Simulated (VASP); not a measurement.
# Ru (P6_3/mmc) in VASP: a series of runs, part 2 of 2

VASP 6.6.1.

## 4. Single point, BLYP+D4

INCAR

```
SYSTEM = Ru
AGGAC    = 1.0          
AGGAX    = 1.0          
ALDAC    = 0.0          
ALDAX    = 1.0          
ALGO     = Fast           ! electronic algorithm
EDIFF    = 1E-6           ! SCF threshold, eV
ENCUT    = 520            ! plane-wave cutoff, eV
GGA      = B5             ! functional
ISIF     = 2              ! what is computed and relaxed
ISMEAR   = -1             ! smearing method
IVDW     = 13             ! dispersion correction
LASPH    = .TRUE.         ! aspherical terms in the spheres
LCHARG   = .FALSE.        ! write CHGCAR
LREAL    = .FALSE.        ! projectors in reciprocal space
LWAVE    = .FALSE.        ! write WAVECAR
NBANDS   = 21             ! bands
NELM     = 80             ! most SCF steps
PREC     = Accurate       ! precision mode
SIGMA    = 0.05           ! smearing width, eV
VDW_A1   = 0.44488865   
VDW_A2   = 4.0933009    
VDW_S6   = 1.0          
VDW_S8   = 2.34076671
```

KPOINTS

```
k-points
0
G
  11 11 6
  0 0 0
```

POSCAR

```
Ru
1.0
    2.7414067149      0.0000000000      0.0000000000
   -1.3707033574      2.3741278572      0.0000000000
    0.0000000000      0.0000000000      4.3382472512
Ru
2
Direct
    0.6666666667      0.3333333333      0.7500000000
    0.3333333333      0.6666666667      0.2500000000
```

Potentials or basis: VASP PAW PBE potentials, release 64 (Ru_pv).

Launch:

```bash
$ cat potpaw_PBE.64/Ru_pv/POTCAR > POTCAR
$ mpirun -np 1 vasp_std > vasp.out
```

OUTCAR:

```text
SYSTEM = Ru
   EDIFF = 1E-6
   ENCUT = 520
   GGA = B5
   ISIF = 2
   ISMEAR = -1
   IVDW = 13
   LASPH = .TRUE.
   LREAL = .FALSE.
   NELM = 80
   PREC = Accurate

 ion  position               nearest neighbor table
   1  0.667  0.333  0.750-   2 2.69   2 2.69   2 2.69   2 2.69   2 2.69   2 2.69
   2  0.333  0.667  0.250-   1 2.69   1 2.69   1 2.69   1 2.69   1 2.69   1 2.69

  LATTYP: Found a hexagonal cell.
 ALAT       =     2.7414067149
 C/A-ratio  =     1.5824894670

  Lattice vectors:

 A1 = (   2.7414067149,   0.0000000000,   0.0000000000)
[... 765 lines left out ...]

  DFT-D4 for vdW energy calculation

  Edisp (eV):   -1.94141

  FORCE on cell =-STRESS in cart. coord.  units (eV):
  Direction    XX          YY          ZZ          XY          YZ          ZX
  --------------------------------------------------------------------------------------
  -------------------------------------------------------------------------------------
  Total      -0.71864    -0.71864    -0.84122    -0.00000     0.00000    -0.00000
  in kB     -40.77858   -40.77858   -47.73395    -0.00000     0.00000    -0.00000
  external pressure =      -43.10 kB  Pullay stress =        0.00 kB

 VOLUME and BASIS-vectors are now :
 -----------------------------------------------------------------------------
  energy-cutoff  :      520.00
  volume of cell :       28.24
      direct lattice vectors                 reciprocal lattice vectors
     2.741406715  0.000000000  0.000000000     0.364776228  0.210603653  0.000000000
    -1.370703357  2.374127857  0.000000000     0.000000000  0.421207306  0.000000000
     0.000000000  0.000000000  4.338247251     0.000000000  0.000000000  0.230507839

 POSITION                                       TOTAL-FORCE (eV/Angst)
 -----------------------------------------------------------------------------------
      1.37070      0.79138      3.25369         0.000000      0.000000      0.000000
     -0.00000      1.58275      1.08456        -0.000000      0.000000      0.000000
 -----------------------------------------------------------------------------------
    total drift:                                0.000000     -0.000000      0.000000

  FREE ENERGIE OF THE ION-ELECTRON SYSTEM (eV)
  ---------------------------------------------------
  free  energy   TOTEN  =       -17.7760221972 eV

  energy  without entropy=      -17.7584542730  energy(sigma->0) =      -17.76723824
```

Run time: 55 s. Hardware: 1 thread of Intel Xeon Platinum 8259CL at 2.50GHz (Skylake/Cascade Lake), shared host; peak memory 0.15 GiB.

Results:

```yaml
Free_energy: -17.7760 eV
Pressure: -4.3 GPa
Band_gap_on_the_k_mesh: zero (band 14 reaches 14.05 eV, above the bottom of band 15 at 11.17 eV)
Dispersion_energy_per_atom: -0.971 eV
```

Stress tensor (GPa, compression positive):
```
-4.08  0.00  0.00
 0.00 -4.08  0.00
 0.00  0.00 -4.77
```

Caveat: the PAW data sets were made with another functional, which shifts forces and pressure a little; pairwise dispersion overbinds metals, which lowers pressure and volume.

## 5. Single point, SVWN5

INCAR

```
SYSTEM = Ru
PREC = Accurate
ENCUT = 520
EDIFF = 1E-7
ISMEAR = -1
SIGMA = 0.05
LREAL = .False.
LASPH = .True.
NELM = 80
ALGO = Normal
ISIF = 2
LWAVE = .False.
LCHARG = .False.
GGA = VW
NBANDS = 21
```

KPOINTS

```
Automatic mesh
0
Gamma
  11 11 6
  0 0 0
```

POSCAR is that of step 4.

Launch:

```bash
$ cat potpaw_PBE.64/Ru_pv/POTCAR > POTCAR
$ mpirun -np 1 vasp_std > vasp.out
```

Run time: 36 s. Hardware: 1 thread of Intel Xeon Platinum 8259CL at 2.50GHz (Skylake/Cascade Lake), shared host; peak memory 0.15 GiB.

It converged, with:

```yaml
Free_energy: -21.2327 eV
Pressure: -23.5 GPa
Band_gap_on_the_k_mesh: zero (band 14 reaches 13.24 eV, above the bottom of band 15 at 10.34 eV)
```

Stress tensor (GPa, compression positive):
```
-22.97   0.00   0.00
  0.00 -22.97   0.00
  0.00   0.00 -24.54
```

Levels at points of the mesh, in eV from the Fermi level:
```
           k point  band 12  band 13  band 14  band 15  band 16  band 17
(0.00, 0.00, 0.00)    -1.75    -1.75    -1.25    -1.25     1.19     1.19
(0.00, 0.00, 0.50)    -2.55    -2.54    -2.54     0.58     0.58     0.58
```

Caveat: the PAW data sets were made with another functional, which shifts forces and pressure a little.

## 6. Summary

```tsv
level	gap on the mesh (eV)	pressure (GPa)
RPBE	none	-3.1
revPBE+D3(BJ)	none	-17.9
BLYP+D4	none	-4.3
SVWN5	none	-23.5
```

Alike in all rows: task single point; potentials or basis VASP PAW PBE potentials, release 64 (Ru_pv); no spin polarisation; cell as given; k mesh 11 × 11 × 6; cutoff (eV) 520; smearing fermi-dirac 0.05 eV.

Every run on the cell as given and a fine mesh finds a metal. The pressure there spans -23.5 GPa (SVWN5) to -3.1 GPa (RPBE); a positive pressure means that this level wants a larger cell, a negative one a smaller.

Caveats: the PAW data sets were made with another functional, which shifts forces and pressure a little; pairwise dispersion overbinds metals, which lowers pressure and volume (some runs).

Total energies depend on the potentials used, so only differences within one code and one set of settings carry meaning.
